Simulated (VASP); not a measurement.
Crystal: Ge.

```xyz
2
Lattice="0.0000 2.8289 2.8289 2.8289 0.0000 2.8289 2.8289 2.8289 0.0000" Properties=species:S:1:pos:R:3 pbc="T T T"
Ge    4.2434    4.2434    4.2434
Ge    2.8289    2.8289    2.8289
```

Base run:

| Quantity | Value |
| --- | --- |
| Program | VASP 6.6.1 |
| Functional | BLYP |
| Potentials or basis | VASP PAW PBE potentials, release 64 (Ge_d) |
| Cutoff | 520 eV |
| k mesh | 8 × 8 × 8 |
| Occupations | fermi-dirac, width 0.05 eV |
| Spin | no spin polarisation |

Its results: band gap on the k mesh zero (filled and empty bands touch); pressure 7.6 GPa.

Problem. The run is repeated on the same cell with these changes: functional from BLYP to PBE; occupations from fermi-dirac, width 0.05 eV to gaussian, width 0.012 eV. What comes out?

Solution. Band gap on the k mesh 0.03 eV; pressure 3.5 GPa.

Caveats: the cell stands under pressure; semilocal functionals underestimate gaps, so a narrow gap can read as zero (at least some runs); the PAW data sets were made with another functional, which shifts forces and pressure a little (at least some runs).

A k mesh can miss the band edges.
